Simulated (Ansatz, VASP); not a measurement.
**One calculation of ScSi2, two programs**

```
CELL_PARAMETERS angstrom
3.38463 0.00000 0.00000
-1.69232 2.93118 0.00000
0.00000 0.00000 18.00000
ATOMIC_POSITIONS crystal
Sc 0.00000 0.00000 0.58959
Si 0.66667 0.33333 0.51803
Si 0.00000 0.00000 0.41041
```

Alike in both runs: task single point; functional PBE; k mesh 6 × 6 × 1; occupations gaussian, width 0.1 eV; no spin polarisation.

```csv
,VASP,Ansatz
version,VASP 6.6.1,Ansatz 0.2.0
potentials or method,"VASP PAW PBE potentials, release 64 (Sc_sv, Si), cutoff 520 eV","scalar-relativistic, plane waves, PAW"
valence electrons in the cell,19,19
```

Ansatz gave:

* gap on the k mesh at the Fermi level (eV): none
* rms of the force components (eV/Å): 2.447

**Question.** What did VASP give for the same quantities?

**Answer.** gap on the k mesh at the Fermi level (eV): none; rms of the force components (eV/Å): 2.466.

Atom by atom the forces differ by 0.020 eV/Å (rms over components). A gap of «none» marks a metal or a gap that the smearing closes. With one functional, cell and mesh, what is left measures potentials, basis and numerics. Ansatz's warnings: slab cell height set.
